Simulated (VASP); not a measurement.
Here is a VASP 6.6.1 calculation.

Contents of INCAR:

```
SYSTEM = Ir
ALGO     = Normal         ! electronic algorithm
EDIFF    = 1E-6           ! SCF threshold, eV
ENCUT    = 520            ! plane-wave cutoff, eV
GGA      = CA             ! functional
ISIF     = 2              ! what is computed and relaxed
ISMEAR   = 1              ! smearing method
LASPH    = .TRUE.         ! aspherical terms in the spheres
LCHARG   = .TRUE.         ! write CHGCAR
LELF     = .TRUE.         ! ELF
LREAL    = .FALSE.        ! projectors in reciprocal space
LVHAR    = .TRUE.       
LWAVE    = .FALSE.        ! write WAVECAR
NBANDS   = 16             ! bands
NELM     = 80             ! most SCF steps
PREC     = Accurate       ! precision mode
SIGMA    = 0.15           ! smearing width, eV
```

Contents of KPOINTS:

```
k-points
0
G
  8 8 5
  0 0 0
```

Contents of POSCAR:

```
Ir
1.0
    2.7513800000      0.0000000000      0.0000000000
   -1.3756900000      2.3827600000      0.0000000000
    0.0000000000      0.0000000000      4.4622900000
Ir
2
Direct
    0.6752900000      0.3420400000      0.7556000000
    0.3517200000      0.6776500000      0.2507600000
```

Potentials or basis: VASP PAW LDA potentials, release 64 (Ir).

Command:

```sh
$ cat potpaw_LDA.64/Ir/POTCAR > POTCAR
$ mpirun -np 1 vasp_std > vasp.out
```

Q: What does it give for the largest force?

A: 0.284 eV/Å.

Q: What does it give for the band gap on the k mesh?

A: Zero (band 9 reaches 10.80 eV, above the bottom of band 10 at 7.70 eV).

Forces in eV/Å, atoms in the order of the input:
```
Ir   0.111  0.024 -0.260
Ir  -0.111 -0.024  0.260
```

Caveat: spin-orbit coupling is left out, which moves the levels of the heavy elements.
